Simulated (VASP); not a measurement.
# K (P6_3/mmc) in VASP: a series of runs

The runs below take K through single point, with PBEsol.

All numbers are computed with VASP 6.6.1; they aren't measurements. Logs are shortened: lines on timing, memory, paths and dates and some standing lists are left out, and cuts for length are marked.

## 1. The cell of the first run

Symmetry: P6_3/mmc, No. 194, hexagonal system. The conventional cell has a = 4.650 Å, b = 4.650 Å, c = 7.604 Å, α = 90.00°, β = 90.00°, γ = 120.00°.

This isn't the form of K at room conditions, which is bcc.

## 2. Single point, PBEsol

File INCAR:

```
SYSTEM = K
ALGO     = Fast           ! electronic algorithm
EDIFF    = 1E-6           ! SCF threshold, eV
ENCUT    = 520            ! plane-wave cutoff, eV
GGA      = PS             ! functional
ISIF     = 2              ! what is computed and relaxed
ISMEAR   = 0              ! smearing method
LASPH    = .TRUE.         ! aspherical terms in the spheres
LCHARG   = .FALSE.        ! write CHGCAR
LREAL    = .FALSE.        ! projectors in reciprocal space
LWAVE    = .FALSE.        ! write WAVECAR
NBANDS   = 16             ! bands
NELM     = 100            ! most SCF steps
PREC     = Accurate       ! precision mode
SIGMA    = 0.1            ! smearing width, eV
```

File KPOINTS:

```
k-points
0
G
  12 12 6
  0 0 0
```

File POSCAR:

```
K
1.0
    4.6498041678      0.0000000000      0.0000000000
   -2.3249020839      4.0268485319      0.0000000000
    0.0000000000      0.0000000000      7.6044425476
K
2
Direct
    0.3333333333      0.6666666667      0.2500000000
    0.6666666667      0.3333333333      0.7500000000
```

Potentials or basis: VASP PAW PBE potentials, release 64 (K_sv).

The run is started by

```sh
cat potpaw_PBE.64/K_sv/POTCAR > POTCAR
mpirun -np 1 vasp_std > vasp.out
```

OUTCAR:

```text
SYSTEM = K
   EDIFF = 1E-6
   ENCUT = 520
   GGA = PS
   ISIF = 2
   ISMEAR = 0
   LASPH = .TRUE.
   LREAL = .FALSE.
   NELM = 100
   PREC = Accurate

 ion  position               nearest neighbor table
   1  0.333  0.667  0.250-
   2  0.667  0.333  0.750-

  LATTYP: Found a hexagonal cell.
 ALAT       =     4.6498041678
 C/A-ratio  =     1.6354328641

  Lattice vectors:

 A1 = (   4.6498041678,   0.0000000000,   0.0000000000)
 A2 = (  -2.3249020839,   4.0268485319,   0.0000000000)
 A3 = (   0.0000000000,   0.0000000000,   7.6044425476)

Analysis of symmetry for initial positions (statically):
=====================================================================
 Subroutine PRICEL returns:
 Original cell was already a primitive cell.

 Routine SETGRP: Setting up the symmetry group for a
 hexagonal supercell.

 Subroutine GETGRP returns: Found 24 space group operations
 (whereof 12 operations were pure point group operations)
 out of a pool of 24 trial point group operations.

The static configuration has the point symmetry D_3d.
 The point group associated with its full space group is D_6h.

Analysis of symmetry for dynamics (positions and initial velocities):
=====================================================================
 Subroutine PRICEL returns:
 Original cell was already a primitive cell.

 Routine SETGRP: Setting up the symmetry group for a
 hexagonal supercell.

 Subroutine GETGRP returns: Found 24 space group operations
 (whereof 12 operations were pure point group operations)
 out of a pool of 24 trial point group operations.

The dynamic configuration has the point symmetry D_3d.
 The point group associated with its full space group is D_6h.

 Subroutine INISYM returns: Found 24 space group operations
 (whereof 12 operations are pure point group operations),
 and found     1 'primitive' translations

----------------------------------------------------------------------------------------

                                     Primitive cell

  volume of cell :     142.3860

  direct lattice vectors                    reciprocal lattice vectors
     4.649804168  0.000000000  0.000000000     0.215062821  0.124166577  0.000000000
    -2.324902084  4.026848532  0.000000000     0.000000000  0.248333155  0.000000000
     0.000000000  0.000000000  7.604442548     0.000000000  0.000000000  0.131502078

  length of vectors
     4.649804168  4.649804168  7.604442548     0.248333155  0.248333155  0.131502078

  position of ions in fractional coordinates (direct lattice)
     0.333333333  0.666666667  0.250000000
     0.666666667  0.333333333  0.750000000

  ion indices of the primitive-cell ions
   primitive index   ion index
                 1           1
                 2           2

----------------------------------------------------------------------------------------

 KPOINTS: k-points

Automatic generation of k-mesh.
 Grid dimensions read from file:
 generate k-points for:   12   12    6

 Generating k-lattice:

  Cartesian coordinates                     Fractional coordinates (reciprocal lattice)
     0.017921902  0.010347215  0.000000000     0.083333333 -0.000000000  0.000000000
     0.000000000  0.020694430  0.000000000     0.000000000  0.083333333  0.000000000
     0.000000000  0.000000000  0.021917013     0.000000000  0.000000000  0.166666667

  Length of vectors
     0.020694430  0.020694430  0.021917013

  Shift w.r.t. Gamma in fractional coordinates (k-lattice)
     0.000000000  0.000000000  0.000000000

 Subroutine IBZKPT returns following result:
 ===========================================

 Found     76 irreducible k-points:

 Following reciprocal coordinates:
            Coordinates               Weight
  0.000000  0.000000  0.000000      1.000000
  0.083333  0.000000  0.000000      6.000000
  0.166667  0.000000  0.000000      6.000000
  0.250000  0.000000  0.000000      6.000000
  0.333333  0.000000  0.000000      6.000000
  0.416667  0.000000  0.000000      6.000000
[... 16 lines left out ...]
  0.250000  0.000000  0.166667     12.000000
  0.333333  0.000000  0.166667     12.000000
 [... further k-points ...]
   k-points           NKPTS =     76   k-points in BZ     NKDIM =     76   number of bands    NBANDS=     16
   number of dos      NEDOS =    301   number of ions     NIONS =      2
   total plane-waves  NPLWV =  77760
   dimension x,y,z NGX =    36 NGY =   36 NGZ =   60
   dimension x,y,z NGXF=    72 NGYF=   72 NGZF=  120
   ions per type =               2
   NGX,Y,Z   is equivalent  to a cutoff of  12.87, 12.87, 13.12 a.u.
   NGXF,Y,Z  is equivalent  to a cutoff of  25.74, 25.74, 26.23 a.u.
 SYSTEM =  K
   PREC   = accura    normal or accurate (medium, high low for compatibility)
   ISTART =      0    job   : 0-new  1-cont  2-samecut
   ICHARG =      2    charge: 1-file 2-atom 10-const
   ISPIN  =      1    spin polarized calculation?
   LNONCOLLINEAR =      F non collinear calculations
   LSORBIT =      F    spin-orbit coupling
   LASPH  =      T    aspherical Exc in radial PAW
   ENCUT  =  520.0 eV  38.22 Ry    6.18 a.u.   8.65  8.65 14.14*2*pi/ulx,y,z
   NELM   =    100;   NELMIN=  2; NELMDL= -5     # of ELM steps
   EDIFF  = 0.1E-05   stopping-criterion for ELM
   LREAL  =      F    real-space projection
   EDIFFG = 0.1E-04   stopping-criterion for IOM
   NSW    =      0    number of steps for IOM
   IBRION =     -1    ionic relax: 0-MD 1-quasi-New 2-CG
   NFREE  =      0    steps in history (QN), initial steepest desc. (CG)
   ISIF   =      2    stress and relaxation
   ISYM   =      2    0-nonsym 1-usesym 2-fastsym
   POTIM  = 0.5000    time-step for ionic-motion
   TEBEG  =    0.0;   TEEND  =   0.0 temperature during run
   PSTRESS=    0.0 pullay stress
   NELECT =      18.0000    total number of electrons
   NUPDOWN=      -1.0000    fix difference up-down
   EMIN   =  10.00;   EMAX   =-10.00  energy-range for DOS
   EFERMI =   0.00;   METHOD = LEGACY
   ISMEAR =     0;   SIGMA  =   0.10  broadening in eV -4-tet -1-fermi 0-gaus
   EFERMI_NEDOS =   21; number of points for ismear=-14 and -15
   IALGO  =     68    algorithm
   IMIX   =      4    mixing-type and parameters
     AMIX     =   0.40;   BMIX     =  1.00
     AMIX_MAG =   1.60;   BMIX_MAG =  1.00
  volume/ion in A,a.u.               =      71.19       480.43
  Fermi-wavevector in a.u.,A,eV,Ry     =   0.821631  1.552657  9.184976  0.675077
  Thomas-Fermi vector in A             =   1.932823
   LORBIT       =      0    0 simple, 1 ext, 2 COOP (PROOUT), +10 PAW based schemes
   GGA     = PS    functional components
   LHFCALC =     F    Hartree Fock is set to
   AEXX    =    0.0000 exact exchange contribution
   IVDW    =     0    specifies the selected vdW correction
   LEPSILON=     F    determine dielectric tensor
   LRPA    =     F    only Hartree local field effects (RPA)
 non-spin polarized calculation
 RMM-DIIS sequential band-by-band and
 Gauss-broadening in eV      SIGMA  =   0.10
  energy-cutoff  :      520.00
  volume of cell :      142.39
 maximum number of plane-waves:      3863
 NGX is ok and might be reduce to    36
   NGX = 17   NGY = 17   NGZ = 29

 number of electron      18.0000000 magnetization

 Free energy of the ion-electron system (eV)
  ---------------------------------------------------
  ext. energy  EPLUGINS =         0.00000000
  ---------------------------------------------------
  free energy    TOTEN  =        -2.27231681 eV

  energy without entropy =       -2.26482813  energy(sigma->0) =       -2.26857247

 E-fermi :  -0.1182     XC(G=0):  -5.7776

 val. band max:       -0.1407845663   @ k =   0.4167   0.0833   0.1667
 cond. band min:      -0.1144714247   @ k =   0.3333   0.1667   0.3333
 fundamental gap:      0.0263131417
 Fermi energy:        -0.1182168547

 k-point     1 :       0.0000    0.0000    0.0000
  band No.  band energies     occupation
      1     -32.0642      2.00000
      2     -32.0598      2.00000
      3     -15.6482      2.00000
      4     -15.5832      2.00000
      5     -15.5832      2.00000
      6     -15.5728      2.00000
[... 8 lines left out ...]
     15       4.4266      0.00000
     16       4.4279      0.00000

 k-point     2 :       0.0833    0.0000    0.0000
  band No.  band energies     occupation
      1     -32.0640      2.00000
      2     -32.0597      2.00000
      3     -15.6465      2.00000
      4     -15.5871      2.00000
      5     -15.5844      2.00000
      6     -15.5768      2.00000
[... 8 lines left out ...]
     15       4.2983      0.00000
     16       4.5058      0.00000

 k-point     3 :       0.1667    0.0000    0.0000
  band No.  band energies     occupation
      1     -32.0632      2.00000
      2     -32.0593      2.00000
      3     -15.6416      2.00000
      4     -15.5977      2.00000
      5     -15.5877      2.00000
      6     -15.5876      2.00000
[... 8 lines left out ...]
     15       4.2098      0.00000
     16       4.5060      0.00000

 k-point     4 :       0.2500    0.0000    0.0000
  band No.  band energies     occupation
      1     -32.0622      2.00000
      2     -32.0589      2.00000
      3     -15.6344      2.00000
      4     -15.6122      2.00000
      5     -15.6021      2.00000
      6     -15.5921      2.00000
[... 8 lines left out ...]
     15       4.3045      0.00000
     16       4.3682      0.00000
[... 324 lines left out ...]
 k-point    22 :       0.1667    0.0000    0.1667
  band No.  band energies     occupation
      1     -32.0630      2.00000
      2     -32.0596      2.00000
      3     -15.6379      2.00000
      4     -15.5964      2.00000
      5     -15.5907      2.00000
      6     -15.5869      2.00000
[... 8 lines left out ...]
     15       4.1514      0.00000
     16       4.4445      0.00000

 k-point    23 :       0.2500    0.0000    0.1667
  band No.  band energies     occupation
      1     -32.0619      2.00000
      2     -32.0591      2.00000
      3     -15.6331      2.00000
      4     -15.6096      2.00000
      5     -15.6046      2.00000
      6     -15.5912      2.00000
[... 8 lines left out ...]
     15       4.2558      0.00000
     16       4.3896      0.00000

 k-point    24 :       0.3333    0.0000    0.1667
  band No.  band energies     occupation
      1     -32.0609      2.00000
      2     -32.0587      2.00000
      3     -15.6335      2.00000
      4     -15.6206      2.00000
      5     -15.6146      2.00000
      6     -15.5953      2.00000
[... 8 lines left out ...]
     15       4.1263      0.00000
     16       4.5635      0.00000

 [... further k-points ...]
[... 5 lines left out ...]
  --------------------------------------------------------------------------------------
  -------------------------------------------------------------------------------------
  Total       -0.0097915     -0.0097915     -0.0148872     -0.0000000     -0.0000000     -0.0000000
  in kB       -0.1101769     -0.1101769     -0.1675159     -0.0000000     -0.0000000     -0.0000000
  external PRESSURE =      -0.1292899 kB  Pullay stress =       0.0000000 kB

 VOLUME and BASIS-vectors are now :
 -----------------------------------------------------------------------------
  energy-cutoff  :      520.00
  volume of cell :      142.39
      direct lattice vectors                 reciprocal lattice vectors
     4.649804168  0.000000000  0.000000000     0.215062821  0.124166577  0.000000000
    -2.324902084  4.026848532  0.000000000     0.000000000  0.248333155  0.000000000
     0.000000000  0.000000000  7.604442548     0.000000000  0.000000000  0.131502078

 POSITION                                       TOTAL-FORCE (eV/Angst)
 -----------------------------------------------------------------------------------
     -0.00000      2.68457      1.90111         0.000000      0.000000      0.000000
      2.32490      1.34228      5.70333        -0.000000     -0.000000     -0.000000
 -----------------------------------------------------------------------------------
    total drift:                               -0.000000      0.000000     -0.000000

  FREE ENERGIE OF THE ION-ELECTRON SYSTEM (eV)
  ---------------------------------------------------
  free  energy   TOTEN  =        -2.2723168137 eV

  energy  without entropy=       -2.2648281282  energy(sigma->0) =       -2.26857247
```

Run time: 96 s. Hardware: 1 thread of Intel Xeon Platinum 8488C (Sapphire Rapids), shared host; peak memory 0.34 GiB.

What came out:

```yaml
Free_energy: -2.2723 eV
Pressure: 0.0 GPa
Band_gap_on_the_k_mesh: zero (bands 9 and 10 overlap by 2.68 eV)
```

Levels at points of the mesh, in eV from the Fermi level:
```tsv
k point	band 7	band 8	band 9	band 10	band 11	band 12
(0.00, 0.00, 0.00)	-15.45	-15.45	-2.18	0.34	0.58	4.14
(0.50, 0.00, 0.00)	-15.47	-15.47	0.15	0.28	1.66	1.99
(0.00, 0.00, 0.50)	-15.46	-15.46	-1.45	-1.45	2.79	2.79
(0.50, 0.00, 0.50)	-15.47	-15.47	0.64	0.64	0.90	0.90
```

Caveat: the PAW data sets were made with another functional, which shifts forces and pressure a little.

## 3. Single point, PBEsol (equal strain along all axes, cell held: -4.5 %)

File INCAR:

```
  ALGO = Fast
  EDIFF = 1E-6
  ENCUT = 520
  GGA = PS
  ISIF = 2
  ISMEAR = 0
  LASPH = T
  LCHARG = F
  LREAL = F
  LWAVE = F
  NBANDS = 16
  NELM = 80
  PREC = Accurate
  SIGMA = 0.1
```

File KPOINTS:

```
k-points
0
Gamma
  12 12 6
```

File POSCAR:

```
K
1.0
    4.4405629802      0.0000000000      0.0000000000
   -2.2202814901      3.8456403480      0.0000000000
    0.0000000000      0.0000000000      7.2622426330
K
2
Direct
    0.3333333333      0.6666666667      0.2500000000
    0.6666666667      0.3333333333      0.7500000000
```

Potentials or basis: VASP PAW PBE potentials, release 64 (K_sv).

The run is started by

```sh
cat potpaw_PBE.64/K_sv/POTCAR > POTCAR
mpirun -np 1 vasp_std > vasp.out
```

Run time: 76 s. Hardware: 1 thread of AMD EPYC 9R45 (Zen 5), shared host; peak memory 0.28 GiB.

The run converged. Its results:

```yaml
Free_energy: -2.2383 eV
Pressure: 0.6 GPa
Band_gap_on_the_k_mesh: zero (bands 9 and 10 overlap by 2.82 eV)
```

Levels at points of the mesh, in eV from the Fermi level:
```csv
k point,band 7,band 8,band 9,band 10,band 11,band 12
"(0.00, 0.00, 0.00)",-15.37,-15.37,-2.39,0.33,0.65,4.25
"(0.50, 0.00, 0.00)",-15.40,-15.38,0.16,0.30,1.61,1.98
"(0.00, 0.00, 0.50)",-15.38,-15.38,-1.57,-1.57,2.88,2.88
"(0.50, 0.00, 0.50)",-15.40,-15.40,0.61,0.61,1.01,1.01
```

Caveat: the cell differs from its parent crystal (equal strain along all axes, cell held: -4.5 %); the PAW data sets were made with another functional, which shifts forces and pressure a little.

## 4. Single point, PBEsol (equal strain along all axes, cell held: -3.0 %)

File INCAR:

```
PREC = Accurate
ENCUT = 520
EDIFF = 1E-6
ISMEAR = 0
SIGMA = 0.1
LREAL = False
LASPH = True
NELM = 100
ALGO = Fast
ISIF = 2
LWAVE = False
LCHARG = False
GGA = PS
NBANDS = 16
```

File KPOINTS:

```
Automatic mesh
0
Gamma
  12 12 6
```

File POSCAR:

```
K
1.0
    4.5103100427      0.0000000000      0.0000000000
   -2.2551550214      3.9060430760      0.0000000000
    0.0000000000      0.0000000000      7.3763092712
K
2
Direct
    0.3333333333      0.6666666667      0.2500000000
    0.6666666667      0.3333333333      0.7500000000
```

The run is started by

```sh
cat potpaw_PBE.64/K_sv/POTCAR > POTCAR
mpirun -np 1 vasp_std > vasp.out
```

It took 68 s on 1 thread of AMD EPYC 9R45 (Zen 5), shared host; peak memory 0.29 GiB.

Results (log left out):

- Free energy: -2.2578 eV
- Pressure: 0.4 GPa
- Band gap on the k mesh: zero (bands 9 and 10 overlap by 2.77 eV)

Levels at points of the mesh, in eV from the Fermi level:
| k point | band 7 | band 8 | band 9 | band 10 | band 11 | band 12 |
| --- | --- | --- | --- | --- | --- | --- |
| (0.00, 0.00, 0.00) | -15.39 | -15.39 | -2.32 | 0.33 | 0.62 | 4.22 |
| (0.50, 0.00, 0.00) | -15.42 | -15.41 | 0.15 | 0.29 | 1.63 | 1.99 |
| (0.00, 0.00, 0.50) | -15.40 | -15.40 | -1.53 | -1.53 | 2.85 | 2.85 |
| (0.50, 0.00, 0.50) | -15.42 | -15.42 | 0.63 | 0.63 | 0.97 | 0.97 |

Caveat: the cell differs from its parent crystal (equal strain along all axes, cell held: -3.0 %); the PAW data sets were made with another functional, which shifts forces and pressure a little.

## 5. Single point, PBEsol (equal strain along all axes, cell held: -1.5 %)

File INCAR:

```
PREC = Accurate
ENCUT = 520
EDIFF = 1E-6
ISMEAR = 0
SIGMA = 0.1
LREAL = F
LASPH = T
NELM = 80
ALGO = Fast
ISIF = 2
LWAVE = F
LCHARG = F
GGA = PS
NBANDS = 16
```

File KPOINTS:

```
regular mesh
0
Gamma
  12 12 6
```

File POSCAR:

```
K
1.0
    4.5800571053      0.0000000000      0.0000000000
   -2.2900285526      3.9664458039      0.0000000000
    0.0000000000      0.0000000000      7.4903759094
K
2
Direct
    0.3333333333      0.6666666667      0.2500000000
    0.6666666667      0.3333333333      0.7500000000
```

The run is started by

```sh
cat potpaw_PBE.64/K_sv/POTCAR > POTCAR
mpirun -np 1 vasp_std > vasp.out
```

Wall time 73 s (1 thread of AMD EPYC 9R45 (Zen 5), shared host); peak memory 0.29 GiB.

Results (log left out):

```
Free energy            : -2.2688 eV
Pressure               : 0.2 GPa
Band gap on the k mesh : zero (bands 9 and 10 overlap by 2.73 eV)
```

Levels at points of the mesh, in eV from the Fermi level:
```
           k point  band 7  band 8  band 9  band 10  band 11  band 12
(0.00, 0.00, 0.00)  -15.42  -15.42   -2.25     0.33     0.60     4.18
(0.50, 0.00, 0.00)  -15.44  -15.44    0.15     0.29     1.64     1.99
(0.00, 0.00, 0.50)  -15.43  -15.43   -1.49    -1.49     2.82     2.82
(0.50, 0.00, 0.50)  -15.45  -15.45    0.63     0.63     0.94     0.94
```

Caveat: the cell differs from its parent crystal (equal strain along all axes, cell held: -1.5 %); the PAW data sets were made with another functional, which shifts forces and pressure a little.

## 6. Overview

| cell | gap on the mesh (eV) | pressure (GPa) |
| --- | --- | --- |
| a = 4.650, b = 4.650, c = 7.604 Å, angles 90.0, 90.0, 120.0°, 2 atoms | none | 0.0 |
| a = 4.441, b = 4.441, c = 7.262 Å, angles 90.0, 90.0, 120.0°, 2 atoms | none | 0.6 |
| a = 4.510, b = 4.510, c = 7.376 Å, angles 90.0, 90.0, 120.0°, 2 atoms | none | 0.4 |
| a = 4.580, b = 4.580, c = 7.490 Å, angles 90.0, 90.0, 120.0°, 2 atoms | none | 0.2 |

Alike in all rows: task single point; level PBEsol; potentials or basis VASP PAW PBE potentials, release 64 (K_sv); no spin polarisation; k mesh 12 × 12 × 6; cutoff (eV) 520; smearing gaussian 0.1 eV.

Caveats: the PAW data sets were made with another functional, which shifts forces and pressure a little.

Total energies depend on the potentials used, so only differences within one code and one set of settings carry meaning.

The gap in the log of VASP goes by the Fermi energy; the results here count the filled bands.